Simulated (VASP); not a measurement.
Here is a VASP 6.6.1 calculation.

The input INCAR:

```
PREC = Accurate ; ENCUT = 520
EDIFF = 1E-7 ; ISMEAR = 0
SIGMA = 0.1 ; LREAL = Auto
LASPH = True ; NELM = 80
ALGO = Normal ; ISIF = 2
LWAVE = False ; LCHARG = False
GGA = PE ; NBANDS = 62
```

KPOINTS

```
Automatic mesh
0
Gamma
  4 4 4
```

Contents of POSCAR:

```
Rb2ScCdC6N6
1.0
    0.0000000000      5.2895000000      5.2895000000
    5.2895000000      0.0000000000      5.2895000000
    5.2895000000      5.2895000000      0.0000000000
Rb Sc Cd C N
2 1 1 6 6
Direct
    0.2500000000      0.2500000000      0.2500000000
    0.7500000000      0.7500000000      0.7500000000
    0.0000000000      0.0000000000      0.0000000000
    0.5000000000      0.5000000000      0.5000000000
    0.8088666200      0.1911333800      0.1911333800
    0.1911333800      0.8088666200      0.1911333800
    0.1911333800      0.1911333800      0.8088666200
    0.1911333800      0.8088666200      0.8088666200
    0.8088666200      0.1911333800      0.8088666200
    0.8088666200      0.8088666200      0.1911333800
    0.6982701600      0.3017298400      0.3017298400
    0.3017298400      0.6982701600      0.3017298400
    0.3017298400      0.3017298400      0.6982701600
    0.3017298400      0.6982701600      0.6982701600
    0.6982701600      0.3017298400      0.6982701600
    0.6982701600      0.6982701600      0.3017298400
```

Potentials or basis: VASP PAW PBE potentials, release 64 (Rb_sv, Sc_sv, Cd, C, N).

Run with:

```sh
$ cat potpaw_PBE.64/Rb_sv/POTCAR potpaw_PBE.64/Sc_sv/POTCAR potpaw_PBE.64/Cd/POTCAR potpaw_PBE.64/C/POTCAR potpaw_PBE.64/N/POTCAR > POTCAR
$ mpirun -np 1 vasp_std > vasp.out
```

Question: Predict the band gap on the k mesh.

Answer: Zero (an odd number of electrons rules out a gap without spin polarisation).

Question: Estimate the pressure.

Answer: 17.7 GPa.

Forces on the atoms (eV/Å):
```
Rb   0.000  0.000  0.000
Rb   0.000  0.000  0.000
Sc   0.000  0.000  0.000
Cd   0.000  0.000  0.000
C    2.524  0.000  0.000
C    0.000  2.524  0.000
C    0.000  0.000  2.524
C   -2.524  0.000  0.000
C    0.000 -2.524  0.000
C    0.000  0.000 -2.524
N   -1.408  0.000  0.000
N    0.000 -1.408  0.000
N    0.000  0.000 -1.408
N    1.408  0.000  0.000
N    0.000  1.408  0.000
N    0.000  0.000  1.408
```

Caveat: the cell stands under pressure; forces of over 1 eV/Å act on the atoms, so gaps and moduli don't describe the material at rest.
